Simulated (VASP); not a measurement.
SiO2:

```
Si O
1.0
    -2.47729    2.47729    3.65567
     2.47729   -2.47729    3.65567
     2.47729    2.47729   -3.65567
Si O
2 4
Direct
  0.00000 0.00000 0.00000
  0.75000 0.25000 0.50000
  0.37500 0.22179 0.34679
  0.97179 0.62500 0.84679
  0.77821 0.12500 0.15321
  0.87500 0.02821 0.65321
```

- Program: VASP 6.6.1
- Task: relaxation of cell and atoms
- Functional: PBE
- Potentials or basis: VASP PAW PBE potentials, release 64 (Si, O)
- Cutoff: 600 eV
- k mesh: 6 × 6 × 6
- Occupations: gaussian, width 0.02 eV
- Spin: no spin polarisation

At the start: pressure 4.3 GPa; volume 14.96 Å³/atom.

How do energy, volume and symmetry change on relaxing?

Over 10 steps the energy falls by 5.5 meV/atom and the volume is 15.55 Å³/atom (+4.0 %); space group I-42d (No. 122, to 0.1 Å) before and after.

The path:
```csv
step,energy change (eV),largest force (eV/Å),pressure (GPa),volume (Å³)
1,0.0000,0.2643,4.33,89.74
2,0.0289,0.4028,-5.30,95.09
3,-0.0315,0.0269,0.00,91.93
4,-0.0315,0.0216,0.08,91.89
5,-0.0316,0.0206,0.08,91.93
6,-0.0319,0.0177,0.08,92.07
7,-0.0324,0.0121,0.05,92.35
8,-0.0327,0.0026,0.00,92.91
9,-0.0329,0.0016,0.00,93.01
10,-0.0333,0.0005,0.01,93.29
```

Final structure:
```yaml
crystal:
  lattice:
    - [-2.51362, 2.51362, 3.69107]
    - [2.51362, -2.51362, 3.69107]
    - [2.51362, 2.51362, -3.69107]
  atoms:
    - { symbol: Si, position: [0.00000, 0.00000, 0.00000] }
    - { symbol: Si, position: [0.75000, 0.25000, 0.50000] }
    - { symbol: O, position: [0.37500, 0.21646, 0.34146] }
    - { symbol: O, position: [0.96646, 0.62500, 0.84146] }
    - { symbol: O, position: [0.78354, 0.12500, 0.15854] }
    - { symbol: O, position: [0.87500, 0.03354, 0.65854] }
```
